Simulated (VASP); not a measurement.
Here is a VASP 6.6.1 calculation.

INCAR

```
ALGO = Normal
EDIFF = 1E-6
EDIFFG = -0.01
ENCUT = 600
GGA = PE
IBRION = 2
ISIF = 3
ISMEAR = -1
ISPIN = 2
LASPH = T
LCHARG = F
LMAXMIX = 4
LORBIT = 11
LREAL = F
LWAVE = F
MAGMOM = 1.7 -1.7
NELM = 150
NSW = 80
PREC = Accurate
SIGMA = 0.05
```

File KPOINTS:

```
k-points
0
Gamma
  11 11 11
```

Contents of POSCAR:

```
Co
1.0
    2.8082743434      0.0000000000      0.0000000000
    0.0000000000      2.8082743434      0.0000000000
    0.0000000000      0.0000000000      2.8082743434
Co
2
Direct
    0.0000000000      0.0000000000      0.0000000000
    0.5000000000      0.5000000000      0.5000000000
```

Potentials or basis: VASP PAW PBE potentials, release 64 (Co).

Launch:

```bash
$ cat potpaw_PBE.64/Co/POTCAR > POTCAR
$ mpirun -np 1 vasp_std > vasp.out
```

Q: Predict the relaxed volume.

A: 10.63 Å³/atom.

Q: What does it give for the space group after relaxing (to 0.1 Å)?

A: Im-3m (No. 229).

Q: Estimate the net moment.

A: 0.00 μB per cell.

Q: What does it give for the relaxed cell?

A: a = 2.770 Å, b = 2.770 Å, c = 2.770 Å, α = 90.00°, β = 90.00°, γ = 90.00°.

Final structure:
```xyz
2
Lattice="2.7699 0.0000 0.0000 0.0000 2.7699 0.0000 0.0000 0.0000 2.7699" Properties=species:S:1:pos:R:3 pbc="T T T"
Co    0.0000    0.0000    0.0000
Co    1.3849    1.3849    1.3849
```
